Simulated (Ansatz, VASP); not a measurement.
**One calculation of Ti3Al, two programs**

Contents of INCAR:

```
SYSTEM = Ti3Al
PREC = Accurate ; ENCUT = 520
EDIFF = 1E-7 ; ISMEAR = 0
SIGMA = 0.15 ; LREAL = .False.
LASPH = .True. ; NELM = 100
ALGO = Fast ; ISIF = 2
LWAVE = .False. ; LCHARG = .True.
GGA = PE ; LELF = .True.
LVHAR = .True. ; NBANDS = 28
```

The input KPOINTS:

```
regular mesh
0
Gamma
  15 15 6
  0 0 0
```

Contents of POSCAR:

```
Ti3Al
1.0
    2.9837618340      0.0000000000      0.0000000000
   -1.4918809170      2.5840135471      0.0000000000
    0.0000000000      0.0000000000      8.9002631747
Ti Al
3 1
Direct
    0.6666666667      0.3333333333      0.0000000000
    0.3333333333      0.6666666667      0.7558737898
    0.3333333333      0.6666666667      0.2441262102
    0.6666666667      0.3333333333      0.5000000000
```

Input for Ansatz:

```yaml
crystal:
  lattice:
    - [2.983761834, 0.0, 0.0]
    - [-1.491880917, 2.5840135471, 0.0]
    - [0.0, 0.0, 8.9002631747]
  atoms:
    - { symbol: Ti, position: [0.6666666667, 0.3333333333, 0.0] }
    - { symbol: Ti, position: [0.3333333333, 0.6666666667, 0.7558737898] }
    - { symbol: Ti, position: [0.3333333333, 0.6666666667, 0.2441262102] }
    - { symbol: Al, position: [0.6666666667, 0.3333333333, 0.5] }
basis:
  ecutwfc: 520.0
kpoints:
  mp_grid: { grid: [15, 15, 6] }
hamiltonian:
  xc: pbe
  pseudopotentials: { kind: paw, azcp: { folder: soft_1 } }
scf:
  occupations: { method: gaussian, width: 0.15 }
output:
  forces: true
  stress: true
  eigenvalues: true
```

Alike in both runs: task single point; functional PBE; k mesh 15 × 15 × 6; occupations gaussian, width 0.15 eV; no spin polarisation.

|  | VASP | Ansatz |
| --- | --- | --- |
| version | VASP 6.6.1 | Ansatz 0.2.0 |
| potentials or method | VASP PAW PBE potentials, release 64 (Ti_sv, Al), cutoff 520 eV | scalar-relativistic, plane waves, PAW |
| valence electrons in the cell | 39 | 39 |

VASP gave:

```
gap on the k mesh at the Fermi level (eV)                     : none
pressure (GPa)                                                : 0.8
traceless stress, the component that is largest in VASP (GPa) : 5.66
rms of the force components (eV/Å)                            : 0.157
```

Q: Estimate Ansatz's values.

A: gap on the k mesh at the Fermi level (eV): none; pressure (GPa): 0.7; traceless stress, the component that is largest in VASP (GPa): 5.67; rms of the force components (eV/Å): 0.159.

Atom by atom the forces differ by 0.002 eV/Å (rms over components). A gap of «none» marks a metal or a gap that the smearing closes.
